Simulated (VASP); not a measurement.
# Li2O (Fm-3m) in VASP: a series of runs

Li2O is run at these levels: PBE, r2SCAN; tasks: single point.

Everything below comes from runs of VASP 6.6.1. Logs are shortened: lines on timing, memory, paths and dates and some standing lists are left out, and cuts for length are marked.

## 1. The cell of the first run

The structure is cubic, space group Fm-3m (No. 225). Conventional cell: a = 4.716 Å, b = 4.716 Å, c = 4.716 Å, α = 90.00°, β = 90.00°, γ = 90.00°. O (site symmetry m-3m) has 8 Li at 2.04 Å within 2.7 Å. Li (site symmetry -43m) has 4 O at 2.04 Å and 6 Li at 2.36 Å within 2.7 Å.

## 2. Single point, PBE (8.74 Å³/atom)

Input file INCAR:

```
SYSTEM = Li2O
PREC = Accurate
ENCUT = 750
EDIFF = 1E-6
ISMEAR = 0
SIGMA = 0.01
LREAL = .False.
LASPH = .True.
NELM = 120
ALGO = Normal
ISIF = 2
LWAVE = .False.
LCHARG = .True.
GGA = PE
LELF = .True.
LVHAR = .True.
NBANDS = 13
GGA_COMPAT = .False.
```

Input file KPOINTS:

```
Automatic mesh
0
Gamma
  8 8 8
  0 0 0
```

Input file POSCAR:

```
Li2O
1.0
    0.0000000000      2.3579483452      2.3579483452
    2.3579483452      0.0000000000      2.3579483452
    2.3579483452      2.3579483452      0.0000000000
O Li
1 2
Direct
    0.0000000000      0.0000000000      0.0000000000
    0.2500000000      0.2500000000      0.2500000000
    0.7500000000      0.7500000000      0.7500000000
```

Potentials or basis: VASP PAW PBE potentials, release 64 (O, Li_sv).

On the command line:

```console
> cat potpaw_PBE.64/O/POTCAR potpaw_PBE.64/Li_sv/POTCAR > POTCAR
> mpirun -np 1 vasp_std > vasp.out
```

OUTCAR:

```text
SYSTEM = Li2O
   PREC = Accurate
   ENCUT = 750
   EDIFF = 1E-6
   ISMEAR = 0
   LREAL = .False.
   LASPH = .True.
   NELM = 120
   ISIF = 2
   GGA = PE

 ion  position               nearest neighbor table
   1  0.000  0.000  0.000-   3 2.04   3 2.04   3 2.04   2 2.04   2 2.04   2 2.04   3 2.04   2 2.04

   2  0.250  0.250  0.250-   1 2.04   1 2.04   1 2.04   1 2.04   3 2.36   3 2.36   3 2.36   3 2.36
                             3 2.36   3 2.36
   3  0.750  0.750  0.750-   1 2.04   1 2.04   1 2.04   1 2.04   2 2.36   2 2.36   2 2.36   2 2.36
                             2 2.36   2 2.36

  LATTYP: Found a face centered cubic cell.
 ALAT       =     4.7158966904

  Lattice vectors:

 A1 = (   0.0000000000,   2.3579483452,   2.3579483452)
 A2 = (   2.3579483452,   0.0000000000,   2.3579483452)
 A3 = (   2.3579483452,   2.3579483452,   0.0000000000)

Analysis of symmetry for initial positions (statically):
=====================================================================
 Subroutine PRICEL returns:
 Original cell was already a primitive cell.

 Routine SETGRP: Setting up the symmetry group for a
 face centered cubic supercell.

 Subroutine GETGRP returns: Found 48 space group operations
 (whereof 48 operations were pure point group operations)
 out of a pool of 48 trial point group operations.

The static configuration has the point symmetry O_h .

Analysis of symmetry for dynamics (positions and initial velocities):
=====================================================================
 Subroutine PRICEL returns:
 Original cell was already a primitive cell.

 Routine SETGRP: Setting up the symmetry group for a
 face centered cubic supercell.

 Subroutine GETGRP returns: Found 48 space group operations
 (whereof 48 operations were pure point group operations)
 out of a pool of 48 trial point group operations.

The dynamic configuration has the point symmetry O_h .

 Subroutine INISYM returns: Found 48 space group operations
 (whereof 48 operations are pure point group operations),
 and found     1 'primitive' translations

----------------------------------------------------------------------------------------

                                     Primitive cell

  volume of cell :      26.2200

  direct lattice vectors                    reciprocal lattice vectors
     0.000000000  2.357948345  2.357948345    -0.212048750  0.212048750  0.212048750
     2.357948345  0.000000000  2.357948345     0.212048750 -0.212048750  0.212048750
     2.357948345  2.357948345  0.000000000     0.212048750  0.212048750 -0.212048750

  length of vectors
     3.334642529  3.334642529  3.334642529     0.367279209  0.367279209  0.367279209

  position of ions in fractional coordinates (direct lattice)
     0.000000000  0.000000000  0.000000000
     0.250000000  0.250000000  0.250000000
     0.750000000  0.750000000  0.750000000

  ion indices of the primitive-cell ions
   primitive index   ion index
                 1           1
                 2           2
                 3           3

----------------------------------------------------------------------------------------

 KPOINTS: Automatic mesh

Automatic generation of k-mesh.
 Grid dimensions read from file:
 generate k-points for:    8    8    8

 Generating k-lattice:

  Cartesian coordinates                     Fractional coordinates (reciprocal lattice)
    -0.026506094  0.026506094  0.026506094     0.125000000  0.000000000  0.000000000
     0.026506094 -0.026506094  0.026506094     0.000000000  0.125000000  0.000000000
     0.026506094  0.026506094 -0.026506094     0.000000000  0.000000000  0.125000000

  Length of vectors
     0.045909901  0.045909901  0.045909901

  Shift w.r.t. Gamma in fractional coordinates (k-lattice)
     0.000000000  0.000000000  0.000000000

 Subroutine IBZKPT returns following result:
 ===========================================

 Found     29 irreducible k-points:

 Following reciprocal coordinates:
            Coordinates               Weight
  0.000000  0.000000  0.000000      1.000000
  0.125000  0.000000  0.000000      8.000000
  0.250000  0.000000  0.000000      8.000000
  0.375000  0.000000  0.000000      8.000000
  0.500000  0.000000  0.000000      4.000000
  0.125000  0.125000  0.000000      6.000000
[... 16 lines left out ...]
  0.500000  0.250000  0.125000     48.000000
 -0.375000  0.250000  0.125000     24.000000
 [... further k-points ...]
   k-points           NKPTS =     29   k-points in BZ     NKDIM =     29   number of bands    NBANDS=     13
   number of dos      NEDOS =    301   number of ions     NIONS =      3
   total plane-waves  NPLWV =  27000
   dimension x,y,z NGX =    30 NGY =   30 NGZ =   30
   dimension x,y,z NGXF=    60 NGYF=   60 NGZF=   60
   ions per type =               1   2
   NGX,Y,Z   is equivalent  to a cutoff of  14.96, 14.96, 14.96 a.u.
   NGXF,Y,Z  is equivalent  to a cutoff of  29.91, 29.91, 29.91 a.u.
 SYSTEM =  Li2O
   PREC   = accura    normal or accurate (medium, high low for compatibility)
   ISTART =      0    job   : 0-new  1-cont  2-samecut
   ICHARG =      2    charge: 1-file 2-atom 10-const
   ISPIN  =      1    spin polarized calculation?
   LNONCOLLINEAR =      F non collinear calculations
   LSORBIT =      F    spin-orbit coupling
   LASPH  =      T    aspherical Exc in radial PAW
   ENCUT  =  750.0 eV  55.12 Ry    7.42 a.u.   7.45  7.45  7.45*2*pi/ulx,y,z
   NELM   =    120;   NELMIN=  2; NELMDL= -5     # of ELM steps
   EDIFF  = 0.1E-05   stopping-criterion for ELM
   LREAL  =      F    real-space projection
   EDIFFG = 0.1E-04   stopping-criterion for IOM
   NSW    =      0    number of steps for IOM
   IBRION =     -1    ionic relax: 0-MD 1-quasi-New 2-CG
   NFREE  =      0    steps in history (QN), initial steepest desc. (CG)
   ISIF   =      2    stress and relaxation
   ISYM   =      2    0-nonsym 1-usesym 2-fastsym
   POTIM  = 0.5000    time-step for ionic-motion
   TEBEG  =    0.0;   TEEND  =   0.0 temperature during run
   PSTRESS=    0.0 pullay stress
   NELECT =      12.0000    total number of electrons
   NUPDOWN=      -1.0000    fix difference up-down
   EMIN   =  10.00;   EMAX   =-10.00  energy-range for DOS
   EFERMI =   0.00;   METHOD = LEGACY
   ISMEAR =     0;   SIGMA  =   0.01  broadening in eV -4-tet -1-fermi 0-gaus
   EFERMI_NEDOS =   21; number of points for ismear=-14 and -15
   IALGO  =     38    algorithm
   IMIX   =      4    mixing-type and parameters
     AMIX     =   0.40;   BMIX     =  1.00
     AMIX_MAG =   1.60;   BMIX_MAG =  1.00
  volume/ion in A,a.u.               =       8.74        58.98
  Fermi-wavevector in a.u.,A,eV,Ry     =   1.261608  2.384093 21.655764  1.591654
  Thomas-Fermi vector in A             =   2.395058
   LORBIT       =      0    0 simple, 1 ext, 2 COOP (PROOUT), +10 PAW based schemes
   GGA     = PE    functional components
   LHFCALC =     F    Hartree Fock is set to
   AEXX    =    0.0000 exact exchange contribution
   IVDW    =     0    specifies the selected vdW correction
   LEPSILON=     F    determine dielectric tensor
   LRPA    =     F    only Hartree local field effects (RPA)
 non-spin polarized calculation
 Gauss-broadening in eV      SIGMA  =   0.01
  energy-cutoff  :      750.00
  volume of cell :       26.22
 maximum number of plane-waves:      1243
 NGX is ok and might be reduce to    30
   NGX = 15   NGY = 15   NGZ = 15

 number of electron      11.9999996 magnetization

 Free energy of the ion-electron system (eV)
  ---------------------------------------------------
  ext. energy  EPLUGINS =         0.00000000
  ---------------------------------------------------
  free energy    TOTEN  =       -14.33682551 eV

  energy without entropy =      -14.33682551  energy(sigma->0) =      -14.33682551

 E-fermi :   1.1252     XC(G=0):  -9.4954

 val. band max:        1.0192093623   @ k =   0.0000   0.0000   0.0000
 cond. band min:       5.8445527423   @ k =   0.0000   0.0000   0.0000
 fundamental gap:      4.8253433799
 Fermi energy:         1.1252308405

 k-point     1 :       0.0000    0.0000    0.0000
  band No.  band energies     occupation
      1     -42.0930      2.00000
      2     -41.8230      2.00000
      3     -14.3290      2.00000
      4       1.0192      2.00000
      5       1.0192      2.00000
      6       1.0192      2.00000
      7       5.8446      0.00000
      8      12.5997      0.00000
      9      12.5997      0.00000
     10      12.5997      0.00000
     11      19.3731      0.00000
     12      19.3731      0.00000
     13      19.3731      0.00000

 k-point     2 :       0.1250    0.0000    0.0000
  band No.  band energies     occupation
      1     -42.0812      2.00000
      2     -41.8319      2.00000
      3     -14.2996      2.00000
      4       0.5291      2.00000
      5       0.9527      2.00000
      6       0.9527      2.00000
      7       6.2689      0.00000
      8      12.5784      0.00000
      9      12.8006      0.00000
     10      12.8006      0.00000
     11      18.1039      0.00000
     12      18.1039      0.00000
     13      19.8246      0.00000

 k-point     3 :       0.2500    0.0000    0.0000
  band No.  band energies     occupation
      1     -42.0483      2.00000
      2     -41.8578      2.00000
      3     -14.2255      2.00000
      4      -0.4588      2.00000
      5       0.8014      2.00000
      6       0.8014      2.00000
      7       7.2673      0.00000
      8      12.2716      0.00000
      9      13.0479      0.00000
     10      13.0479      0.00000
     11      17.2612      0.00000
     12      17.2612      0.00000
     13      20.9611      0.00000

 k-point     4 :       0.3750    0.0000    0.0000
  band No.  band energies     occupation
      1     -42.0011      2.00000
      2     -41.8982      2.00000
      3     -14.1466      2.00000
      4      -1.2900      2.00000
      5       0.6614      2.00000
      6       0.6614      2.00000
      7       8.5657      0.00000
      8      11.3880      0.00000
      9      12.8880      0.00000
     10      12.8880      0.00000
     11      17.6779      0.00000
     12      17.6779      0.00000
     13      22.2078      0.00000

 k-point     5 :       0.5000    0.0000    0.0000
  band No.  band energies     occupation
      1     -41.9486      2.00000
      2     -41.9478      2.00000
      3     -14.1124      2.00000
      4      -1.6052      2.00000
      5       0.6062      2.00000
      6       0.6062      2.00000
      7       9.8302      0.00000
      8      10.2321      0.00000
      9      12.7369      0.00000
     10      12.7369      0.00000
     11      18.1424      0.00000
     12      18.1424      0.00000
     13      22.7835      0.00000
[... 257 lines left out ...]
 k-point    22 :       0.3750    0.2500    0.1250
  band No.  band energies     occupation
      1     -42.0268      2.00000
      2     -41.8739      2.00000
      3     -14.1729      2.00000
      4      -0.5567      2.00000
      5       0.2229      2.00000
      6       0.6214      2.00000
      7       7.4273      0.00000
      8      12.0664      0.00000
      9      13.2806      0.00000
     10      14.5598      0.00000
     11      14.6016      0.00000
     12      20.2136      0.00000
     13      22.4079      0.00000

 k-point    23 :       0.5000    0.2500    0.1250
  band No.  band energies     occupation
      1     -41.9888      2.00000
      2     -41.9062      2.00000
      3     -14.1103      2.00000
      4      -1.0745      2.00000
      5       0.0525      2.00000
      6       0.4194      2.00000
      7       8.1784      0.00000
      8      11.2446      0.00000
      9      13.5623      0.00000
     10      14.0235      0.00000
     11      16.2273      0.00000
     12      19.5519      0.00000
     13      22.5905      0.00000

 k-point    24 :      -0.3750    0.2500    0.1250
  band No.  band energies     occupation
      1     -41.9465      2.00000
      2     -41.9461      2.00000
      3     -14.0832      2.00000
      4      -1.3006      2.00000
      5       0.0691      2.00000
      6       0.2697      2.00000
      7       8.6979      0.00000
      8      10.7272      0.00000
      9      13.5861      0.00000
     10      13.8496      0.00000
     11      17.8576      0.00000
     12      18.2518      0.00000
     13      23.0886      0.00000

 [... further k-points ...]

------------------------ aborting loop because EDIFF is reached ----------------------------------------

  FORCE on cell =-STRESS in cart. coord.  units (eV):
  Direction    XX          YY          ZZ          XY          YZ          ZX
  --------------------------------------------------------------------------------------
  -------------------------------------------------------------------------------------
  Total       -0.7318832     -0.7318832     -0.7318832     -0.0000000      0.0000000      0.0000000
  in kB      -44.7218206    -44.7218206    -44.7218206     -0.0000000      0.0000000      0.0000000
  external PRESSURE =     -44.7218206 kB  Pullay stress =       0.0000000 kB

 VOLUME and BASIS-vectors are now :
 -----------------------------------------------------------------------------
  energy-cutoff  :      750.00
  volume of cell :       26.22
      direct lattice vectors                 reciprocal lattice vectors
     0.000000000  2.357948345  2.357948345    -0.212048750  0.212048750  0.212048750
     2.357948345  0.000000000  2.357948345     0.212048750 -0.212048750  0.212048750
     2.357948345  2.357948345  0.000000000     0.212048750  0.212048750 -0.212048750

 POSITION                                       TOTAL-FORCE (eV/Angst)
 -----------------------------------------------------------------------------------
      0.00000      0.00000      0.00000         0.000000     -0.000000     -0.000000
      1.17897      1.17897      1.17897         0.000000      0.000000      0.000000
      3.53692      3.53692      3.53692        -0.000000     -0.000000     -0.000000
 -----------------------------------------------------------------------------------
    total drift:                                0.000000     -0.000000      0.000000

  FREE ENERGIE OF THE ION-ELECTRON SYSTEM (eV)
  ---------------------------------------------------
  free  energy   TOTEN  =       -14.3368255056 eV

  energy  without entropy=      -14.3368255056  energy(sigma->0) =      -14.33682551
```

Wall time 18 s (1 thread of Intel Xeon Platinum 8259CL at 2.50GHz (Skylake/Cascade Lake), shared host); peak memory 0.16 GiB.

Results:

```
Free energy            : -14.3368 eV
Pressure               : -4.5 GPa
Band gap on the k mesh : 4.83 eV
```

Caveat: the cell stands under tension. A k mesh can miss the band edges.

[end of part 1 of 2]
